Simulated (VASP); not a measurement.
# Zn (P6_3/mmc) in VASP: settings compared

The runs below take Zn through single point, with PBE, r2SCAN.

Everything below comes from runs of VASP 6.6.1. Logs are shortened: lines on timing, memory, paths and dates and some standing lists are left out, and cuts for length are marked.

## Step 1: The cell of the first run

It takes space group P6_3/mmc (No. 194, hexagonal). The conventional cell has a = 2.670 Å, b = 2.670 Å, c = 4.966 Å, α = 90.00°, β = 90.00°, γ = 120.00°. Zn (site symmetry -6m2) has 12 Zn at 2.67 to 2.92 Å within 3.5 Å.

## Step 2: Single point, PBE

The input, INCAR:

```
SYSTEM = Zn
ALGO = Normal
EDIFF = 1E-6
ENCUT = 500
GGA = PE
GGA_COMPAT = .False.
ISIF = 2
ISMEAR = -1
LASPH = .True.
LCHARG = .True.
LELF = .True.
LREAL = .False.
LVHAR = .True.
LWAVE = .False.
NBANDS = 19
NELM = 120
PREC = Accurate
SIGMA = 0.05
```

The input, KPOINTS:

```
k-points
0
Gamma
  10 10 5
  0 0 0
```

The input, POSCAR:

```
Zn
1.0
    2.6700000000      0.0000000000      0.0000000000
   -1.3350000000      2.3122878281      0.0000000000
    0.0000000000      0.0000000000      4.9660000000
Zn
2
Direct
    0.6666666667      0.3333333333      0.7500000000
    0.3333333333      0.6666666667      0.2500000000
```

Potentials or basis: VASP PAW PBE potentials, release 64 (Zn).

Started as:

```sh
$ cat potpaw_PBE.64/Zn/POTCAR > POTCAR
$ mpirun -np 1 vasp_std > vasp.out
```

OUTCAR:

```text
SYSTEM = Zn
   EDIFF = 1E-6
   ENCUT = 500
   GGA = PE
   ISIF = 2
   ISMEAR = -1
   LASPH = .True.
   LREAL = .False.
   NELM = 120
   PREC = Accurate

 ion  position               nearest neighbor table
   1  0.667  0.333  0.750-   2 2.92   2 2.92   2 2.92   2 2.92   2 2.92   2 2.92
   2  0.333  0.667  0.250-   1 2.92   1 2.92   1 2.92   1 2.92   1 2.92   1 2.92

  LATTYP: Found a hexagonal cell.
 ALAT       =     2.6700000000
 C/A-ratio  =     1.8599250936

  Lattice vectors:

 A1 = (   2.6700000000,   0.0000000000,   0.0000000000)
 A2 = (  -1.3350000000,   2.3122878281,   0.0000000000)
 A3 = (   0.0000000000,   0.0000000000,   4.9660000000)

Analysis of symmetry for initial positions (statically):
=====================================================================
 Subroutine PRICEL returns:
 Original cell was already a primitive cell.

 Routine SETGRP: Setting up the symmetry group for a
 hexagonal supercell.

 Subroutine GETGRP returns: Found 24 space group operations
 (whereof 12 operations were pure point group operations)
 out of a pool of 24 trial point group operations.

The static configuration has the point symmetry D_3d.
 The point group associated with its full space group is D_6h.

Analysis of symmetry for dynamics (positions and initial velocities):
=====================================================================
 Subroutine PRICEL returns:
 Original cell was already a primitive cell.

 Routine SETGRP: Setting up the symmetry group for a
 hexagonal supercell.

 Subroutine GETGRP returns: Found 24 space group operations
 (whereof 12 operations were pure point group operations)
 out of a pool of 24 trial point group operations.

The dynamic configuration has the point symmetry D_3d.
 The point group associated with its full space group is D_6h.

 Subroutine INISYM returns: Found 24 space group operations
 (whereof 12 operations are pure point group operations),
 and found     1 'primitive' translations

----------------------------------------------------------------------------------------

                                     Primitive cell

  volume of cell :      30.6591

  direct lattice vectors                    reciprocal lattice vectors
     2.670000000  0.000000000  0.000000000     0.374531835  0.216236056  0.000000000
    -1.335000000  2.312287828  0.000000000     0.000000000  0.432472112  0.000000000
     0.000000000  0.000000000  4.966000000     0.000000000  0.000000000  0.201369311
[... 76 lines left out ...]
   ISTART =      0    job   : 0-new  1-cont  2-samecut
   ICHARG =      2    charge: 1-file 2-atom 10-const
   ISPIN  =      1    spin polarized calculation?
   LNONCOLLINEAR =      F non collinear calculations
   LSORBIT =      F    spin-orbit coupling
   LASPH  =      T    aspherical Exc in radial PAW
   ENCUT  =  500.0 eV  36.75 Ry    6.06 a.u.   4.87  4.87  9.05*2*pi/ulx,y,z
   NELM   =    120;   NELMIN=  2; NELMDL= -5     # of ELM steps
   EDIFF  = 0.1E-05   stopping-criterion for ELM
   LREAL  =      F    real-space projection
   EDIFFG = 0.1E-04   stopping-criterion for IOM
   NSW    =      0    number of steps for IOM
   IBRION =     -1    ionic relax: 0-MD 1-quasi-New 2-CG
   NFREE  =      0    steps in history (QN), initial steepest desc. (CG)
   ISIF   =      2    stress and relaxation
   ISYM   =      2    0-nonsym 1-usesym 2-fastsym
   POTIM  = 0.5000    time-step for ionic-motion
   TEBEG  =    0.0;   TEEND  =   0.0 temperature during run
   PSTRESS=    0.0 pullay stress
   NELECT =      24.0000    total number of electrons
   NUPDOWN=      -1.0000    fix difference up-down
   EMIN   =  10.00;   EMAX   =-10.00  energy-range for DOS
   EFERMI =   0.00;   METHOD = LEGACY
   ISMEAR =    -1;   SIGMA  =   0.05  broadening in eV -4-tet -1-fermi 0-gaus
   EFERMI_NEDOS =   21; number of points for ismear=-14 and -15
   IALGO  =     38    algorithm
   IMIX   =      4    mixing-type and parameters
     AMIX     =   0.40;   BMIX     =  1.00
     AMIX_MAG =   1.60;   BMIX_MAG =  1.00
  volume/ion in A,a.u.               =      15.33       103.45
  Fermi-wavevector in a.u.,A,eV,Ry     =   1.508778  2.851177 30.972445  2.276410
  Thomas-Fermi vector in A             =   2.619187
   LORBIT       =      0    0 simple, 1 ext, 2 COOP (PROOUT), +10 PAW based schemes
   GGA     = PE    functional components
   LHFCALC =     F    Hartree Fock is set to
   AEXX    =    0.0000 exact exchange contribution
   IVDW    =     0    specifies the selected vdW correction
   LEPSILON=     F    determine dielectric tensor
   LRPA    =     F    only Hartree local field effects (RPA)
 non-spin polarized calculation
  energy-cutoff  :      500.00
  volume of cell :       30.66
 maximum number of plane-waves:       796
 NGX is ok and might be reduce to    20
   NGX =  9   NGY =  9   NGZ = 19

 number of electron      23.9999970 magnetization

 Free energy of the ion-electron system (eV)
  ---------------------------------------------------
  ext. energy  EPLUGINS =         0.00000000
  ---------------------------------------------------
  free energy    TOTEN  =        -2.23104786 eV

  energy without entropy =       -2.22868136  energy(sigma->0) =       -2.22986461

 E-fermi :   2.9070     XC(G=0): -11.5101

 val. band max:        2.8154709765   @ k =   0.1000   0.0000   0.2000
 cond. band min:       3.0976404556   @ k =   0.4000   0.0000   0.0000
 fundamental gap:      0.2821694792
 Fermi energy:         2.9070159604

 k-point     1 :       0.0000    0.0000    0.0000
  band No.  band energies     occupation
      1      -7.2827      2.00000
      2      -5.5193      2.00000
      3      -4.8375      2.00000
      4      -4.6061      2.00000
      5      -4.6061      2.00000
      6      -4.5575      2.00000
[... 505 lines left out ...]
      6      -4.3398      2.00000
[... 11 lines left out ...]
     18      14.8406      0.00000
     19      19.0689      0.00000

 [... further k-points ...]
[... 5 lines left out ...]
  --------------------------------------------------------------------------------------
  -------------------------------------------------------------------------------------
  Total       -0.1738280     -0.1738280      0.0464448      0.0000000     -0.0000000      0.0000000
  in kB       -9.0838605     -9.0838605      2.4270991      0.0000000     -0.0000000      0.0000000
  external PRESSURE =      -5.2468740 kB  Pullay stress =       0.0000000 kB

 VOLUME and BASIS-vectors are now :
 -----------------------------------------------------------------------------
  energy-cutoff  :      500.00
  volume of cell :       30.66
      direct lattice vectors                 reciprocal lattice vectors
     2.670000000  0.000000000  0.000000000     0.374531835  0.216236056  0.000000000
    -1.335000000  2.312287828  0.000000000     0.000000000  0.432472112  0.000000000
     0.000000000  0.000000000  4.966000000     0.000000000  0.000000000  0.201369311

 POSITION                                       TOTAL-FORCE (eV/Angst)
 -----------------------------------------------------------------------------------
      1.33500      0.77076      3.72450        -0.000000      0.000000      0.000000
     -0.00000      1.54153      1.24150         0.000000     -0.000000      0.000000
 -----------------------------------------------------------------------------------
    total drift:                               -0.000000      0.000000      0.000000

  FREE ENERGIE OF THE ION-ELECTRON SYSTEM (eV)
  ---------------------------------------------------
  free  energy   TOTEN  =        -2.2310478630 eV

  energy  without entropy=       -2.2286813603  energy(sigma->0) =       -2.22986461
```

OSZICAR:

```text
N       E                     dE             d eps       ncg     rms          rms(c)
DAV:   1     0.111267231416E+03    0.11127E+03   -0.12162E+04  1628   0.195E+03
DAV:   2     0.253072926685E+01   -0.10874E+03   -0.10560E+03  1611   0.291E+02
DAV:   3    -0.240575271794E+01   -0.49365E+01   -0.49170E+01  1815   0.685E+01
DAV:   4    -0.243569279860E+01   -0.29940E-01   -0.29932E-01  1797   0.561E+00
DAV:   5    -0.243573094581E+01   -0.38147E-04   -0.38147E-04  1732   0.179E-01    0.389E+00
DAV:   6    -0.224387205225E+01    0.19186E+00   -0.76081E-01  1773   0.183E+01    0.294E+00
DAV:   7    -0.223528648729E+01    0.85856E-02   -0.25514E-02  2001   0.266E+00    0.152E+00
DAV:   8    -0.223103171090E+01    0.42548E-02   -0.17894E-03  2148   0.633E-01    0.470E-02
DAV:   9    -0.223104435943E+01   -0.12649E-04   -0.22672E-04  2136   0.187E-01    0.353E-02
DAV:  10    -0.223104804343E+01   -0.36840E-05   -0.20430E-05  1691   0.505E-02    0.289E-03
DAV:  11    -0.223104786303E+01    0.18040E-06   -0.80322E-08  1033   0.403E-03
   1 F= -.22310479E+01 E0= -.22298646E+01  d E =-.236650E-02
```

Wall time 14 s (1 thread of Intel Xeon 6975P-C (Granite Rapids), shared host); peak memory 0.14 GiB.

Results:

| Property | Result |
| --- | --- |
| Free energy | -2.2310 eV |
| Pressure | -0.5 GPa |
| Band gap on the k mesh | zero (band 12 reaches 4.15 eV, above the bottom of band 13 at -0.01 eV) |

Stress tensor (GPa, compression positive):
```
-0.91  0.00  0.00
 0.00 -0.91  0.00
 0.00  0.00  0.24
```

## Step 3: Single point, PBE

The input, INCAR:

```
SYSTEM = Zn
  ALGO = Normal
  EDIFF = 1E-6
  ENCUT = 520
  GGA = PE
  ISIF = 2
  ISMEAR = 0
  LASPH = .TRUE.
  LCHARG = .FALSE.
  LREAL = .FALSE.
  LWAVE = .FALSE.
  NBANDS = 19
  NELM = 100
  PREC = Accurate
  SIGMA = 0.05
```

The input, KPOINTS:

```
k-points
0
G
  11 11 6
  0 0 0
```

POSCAR is that of step 2.

Potentials or basis: VASP PAW PBE potentials, release 64 (Zn).

Started as:

```sh
$ cat potpaw_PBE.64/Zn/POTCAR > POTCAR
$ mpirun -np 1 vasp_std > vasp.out
```

Wall time 23 s (1 thread of AMD EPYC 7R13 (Zen 3), shared host); peak memory 0.13 GiB.

Results (log left out):

```
Free energy            : -2.2005 eV
Pressure               : -0.3 GPa
Band gap on the k mesh : zero (band 12 reaches 4.77 eV, above the bottom of band 13 at -0.01 eV)
```

Stress tensor (GPa, compression positive):
```
 0.26  0.00  0.00
 0.00  0.26  0.00
 0.00  0.00 -1.56
```

Levels at points of the mesh, in eV from the Fermi level:
| k point | band 8 | band 9 | band 10 | band 11 | band 12 | band 13 | band 14 | band 15 | band 16 | band 17 |
| --- | --- | --- | --- | --- | --- | --- | --- | --- | --- | --- |
| (0.00, 0.00, 0.00) | -7.16 | -7.16 | -6.96 | -6.96 | -3.47 | -2.93 | 13.62 | 17.25 | 17.49 | 17.49 |
| (0.00, 0.00, 0.50) | -7.47 | -7.04 | -7.04 | -7.04 | -7.04 | 4.66 | 4.66 | 18.77 | 18.77 | 18.77 |

## Step 4: Single point, r2SCAN

POSCAR is that of step 3.

The input, INCAR.step1:

```
SYSTEM = Zn
ALGO = Normal ; EDIFF = 1E-4
ENCUT = 520 ; GGA = PE
ISMEAR = 1 ; LASPH = .TRUE.
LCHARG = .FALSE. ; LREAL = .FALSE.
LWAVE = .TRUE. ; NBANDS = 19
NELM = 80 ; PREC = Accurate
SIGMA = 0.2
```

The input, INCAR.step2:

```
SYSTEM = Zn
ALGO = Normal ; EDIFF = 1E-7
ENCUT = 520 ; ISIF = 2
ISMEAR = 1 ; ISTART = 1
LASPH = .TRUE. ; LCHARG = .FALSE.
LMIXTAU = .TRUE. ; LREAL = .FALSE.
LWAVE = .FALSE. ; METAGGA = R2SCAN
NBANDS = 19 ; NELM = 80
PREC = Accurate ; SIGMA = 0.2
```

KPOINTS is that of step 3.

Potentials or basis: VASP PAW PBE potentials, release 64 (Zn).

Started as:

```sh
$ cat potpaw_PBE.64/Zn/POTCAR > POTCAR
$ cp INCAR.step1 INCAR
$ mpirun -np 1 vasp_std > vasp.out
$ cp INCAR.step2 INCAR
$ mpirun -np 1 vasp_std > vasp.out
```

OUTCAR:

```text
SYSTEM = Zn
   EDIFF = 1E-7
   ENCUT = 520
   ISIF = 2
   ISMEAR = 1
   ISTART = 1
   LASPH = .TRUE.
   LREAL = .FALSE.
   METAGGA = R2SCAN
   NELM = 80
   PREC = Accurate

 ion  position               nearest neighbor table
   1  0.667  0.333  0.750-   2 2.92   2 2.92   2 2.92   2 2.92   2 2.92   2 2.92
   2  0.333  0.667  0.250-   1 2.92   1 2.92   1 2.92   1 2.92   1 2.92   1 2.92

  LATTYP: Found a hexagonal cell.
 ALAT       =     2.6700000000
 C/A-ratio  =     1.8599250936

  Lattice vectors:

 A1 = (   2.6700000000,   0.0000000000,   0.0000000000)
 A2 = (  -1.3350000000,   2.3122878281,   0.0000000000)
 A3 = (   0.0000000000,   0.0000000000,   4.9660000000)

Analysis of symmetry for initial positions (statically):
=====================================================================
 Subroutine PRICEL returns:
 Original cell was already a primitive cell.

 Routine SETGRP: Setting up the symmetry group for a
 hexagonal supercell.

 Subroutine GETGRP returns: Found 24 space group operations
 (whereof 12 operations were pure point group operations)
 out of a pool of 24 trial point group operations.

The static configuration has the point symmetry D_3d.
 The point group associated with its full space group is D_6h.

Analysis of symmetry for dynamics (positions and initial velocities):
=====================================================================
 Subroutine PRICEL returns:
 Original cell was already a primitive cell.

 Routine SETGRP: Setting up the symmetry group for a
 hexagonal supercell.

 Subroutine GETGRP returns: Found 24 space group operations
 (whereof 12 operations were pure point group operations)
 out of a pool of 24 trial point group operations.

The dynamic configuration has the point symmetry D_3d.
 The point group associated with its full space group is D_6h.

 Subroutine INISYM returns: Found 24 space group operations
 (whereof 12 operations are pure point group operations),
[... 106 lines left out ...]
   PSTRESS=    0.0 pullay stress
   NELECT =      24.0000    total number of electrons
   NUPDOWN=      -1.0000    fix difference up-down
   EMIN   =  10.00;   EMAX   =-10.00  energy-range for DOS
   EFERMI =   0.00;   METHOD = LEGACY
   ISMEAR =     1;   SIGMA  =   0.20  broadening in eV -4-tet -1-fermi 0-gaus
   EFERMI_NEDOS =   21; number of points for ismear=-14 and -15
   IALGO  =     38    algorithm
   IMIX   =      4    mixing-type and parameters
     AMIX     =   0.40;   BMIX     =  1.00
     AMIX_MAG =   1.60;   BMIX_MAG =  1.00
  volume/ion in A,a.u.               =      15.33       103.45
  Fermi-wavevector in a.u.,A,eV,Ry     =   1.508778  2.851177 30.972445  2.276410
  Thomas-Fermi vector in A             =   2.619187
   LORBIT       =      0    0 simple, 1 ext, 2 COOP (PROOUT), +10 PAW based schemes
   METAGGA = R2SCAN    functional components
   LHFCALC =     F    Hartree Fock is set to
   AEXX    =    0.0000 exact exchange contribution
   IVDW    =     0    specifies the selected vdW correction
   LEPSILON=     F    determine dielectric tensor
   LRPA    =     F    only Hartree local field effects (RPA)
 non-spin polarized calculation
 Methfessel and Paxton  Order N= 1 SIGMA  =   0.20
  energy-cutoff  :      520.00
  volume of cell :       30.66
 maximum number of plane-waves:       846
 NGX is ok and might be reduce to    20
   NGX =  9   NGY =  9   NGZ = 19

 number of electron      24.0000011 magnetization

 Free energy of the ion-electron system (eV)
  ---------------------------------------------------
  ext. energy  EPLUGINS =         0.00000000
  ---------------------------------------------------
  free energy    TOTEN  =       -17.75638935 eV

  energy without entropy =      -17.75577770  energy(sigma->0) =      -17.75618547

 E-fermi :   2.7891     XC(G=0): -12.5781

 val. band max:        2.7852612125   @ k =   0.3636   0.2727   0.3333
 cond. band min:       2.8732798420   @ k =   0.1818   0.0000   0.1667
 fundamental gap:      0.0880186295
 Fermi energy:         2.7890664897

 k-point     1 :       0.0000    0.0000    0.0000
  band No.  band energies     occupation
      1      -7.8715      2.00000
      2      -6.0098      2.00000
      3      -5.2833      2.00000
      4      -5.0394      2.00000
      5      -5.0393      2.00000
      6      -4.9895      2.00000
[... 505 lines left out ...]
      6      -5.0015      2.00000
[... 11 lines left out ...]
     18      18.1628      0.00000
     19      20.3338      0.00000

 [... further k-points ...]
[... 5 lines left out ...]
  --------------------------------------------------------------------------------------
  -------------------------------------------------------------------------------------
  Total       -0.8547411     -0.8547411     -0.8109245     -0.0000000      0.0000000      0.0000000
  in kB      -44.6668494    -44.6668494    -42.3770881     -0.0000000      0.0000000      0.0000000
  external PRESSURE =     -43.9035956 kB  Pullay stress =       0.0000000 kB

 VOLUME and BASIS-vectors are now :
 -----------------------------------------------------------------------------
  energy-cutoff  :      520.00
  volume of cell :       30.66
      direct lattice vectors                 reciprocal lattice vectors
     2.670000000  0.000000000  0.000000000     0.374531835  0.216236056  0.000000000
    -1.335000000  2.312287828  0.000000000     0.000000000  0.432472112  0.000000000
     0.000000000  0.000000000  4.966000000     0.000000000  0.000000000  0.201369311

 POSITION                                       TOTAL-FORCE (eV/Angst)
 -----------------------------------------------------------------------------------
      1.33500      0.77076      3.72450         0.000000     -0.000000      0.000000
     -0.00000      1.54153      1.24150        -0.000000      0.000000      0.000000
 -----------------------------------------------------------------------------------
    total drift:                               -0.000000      0.000000      0.000000

  FREE ENERGIE OF THE ION-ELECTRON SYSTEM (eV)
  ---------------------------------------------------
  free  energy   TOTEN  =       -17.7563893546 eV

  energy  without entropy=      -17.7557776969  energy(sigma->0) =      -17.75618547
```

OUTCAR.step1:

```text
SYSTEM = Zn
   EDIFF = 1E-4
   ENCUT = 520
   GGA = PE
   ISMEAR = 1
   LASPH = .TRUE.
   LREAL = .FALSE.
[... 752 lines left out ...]
      1.33500      0.77076      3.72450        -0.000000      0.000000      0.000000
     -0.00000      1.54153      1.24150         0.000000     -0.000000      0.000000
 -----------------------------------------------------------------------------------
    total drift:                               -0.000000      0.000000      0.000000

  FREE ENERGIE OF THE ION-ELECTRON SYSTEM (eV)
  ---------------------------------------------------
  free  energy   TOTEN  =        -2.2006563906 eV

  energy  without entropy=       -2.1995444256  energy(sigma->0) =       -2.20028574
```

OSZICAR.step1:

```text
N       E                     dE             d eps       ncg     rms          rms(c)
DAV:   1     0.113556178497E+03    0.11356E+03   -0.12308E+04  2512   0.199E+03
DAV:   2     0.266777394757E+01   -0.11089E+03   -0.10748E+03  2458   0.297E+02
DAV:   3    -0.237511168775E+01   -0.50429E+01   -0.50227E+01  2747   0.695E+01
DAV:   4    -0.240505833735E+01   -0.29947E-01   -0.29939E-01  2686   0.553E+00
DAV:   5    -0.240509668589E+01   -0.38349E-04   -0.38348E-04  2686   0.179E-01    0.391E+00
DAV:   6    -0.221351242037E+01    0.19158E+00   -0.76105E-01  2699   0.183E+01    0.295E+00
DAV:   7    -0.220490377938E+01    0.86086E-02   -0.25582E-02  3025   0.267E+00    0.153E+00
DAV:   8    -0.220064506404E+01    0.42587E-02   -0.18099E-03  3297   0.640E-01    0.469E-02
DAV:   9    -0.220065639060E+01   -0.11327E-04   -0.21117E-04  2127   0.189E-01
   1 F= -.22006564E+01 E0= -.22002857E+01  d E =-.111196E-02
```

Run time: 2.1 min. Hardware: 1 thread of AMD EPYC 7R13 (Zen 3), shared host; peak memory 0.14 GiB.

Results:

```yaml
Free_energy: -17.7564 eV
Pressure: -4.4 GPa
Band_gap_on_the_k_mesh: zero (band 12 reaches 4.65 eV, above the bottom of band 13 at -0.24 eV)
```

Caveat: the PAW data sets were made with another functional, which shifts forces and pressure a little.

## Step 5: Overview

```csv
level,k mesh,cutoff (eV),smearing,gap on the mesh (eV),pressure (GPa)
PBE,10 × 10 × 5,500,fermi-dirac 0.05 eV,none,-0.5
PBE,11 × 11 × 6,520,gaussian 0.05 eV,none,-0.3
r2SCAN,11 × 11 × 6,520,methfessel-paxton 0.2 eV,none,-4.4
```

Alike in all rows: task single point; potentials or basis VASP PAW PBE potentials, release 64 (Zn); no spin polarisation; cell as given.

Every run on the cell as given and a fine mesh finds a metal. The pressure there spans -4.4 GPa (r2SCAN) to -0.3 GPa (PBE); a positive pressure means that this level wants a larger cell, a negative one a smaller.

Caveats: the PAW data sets were made with another functional, which shifts forces and pressure a little (some runs).

Total energies depend on the potentials used, so only differences within one code and one set of settings carry meaning.
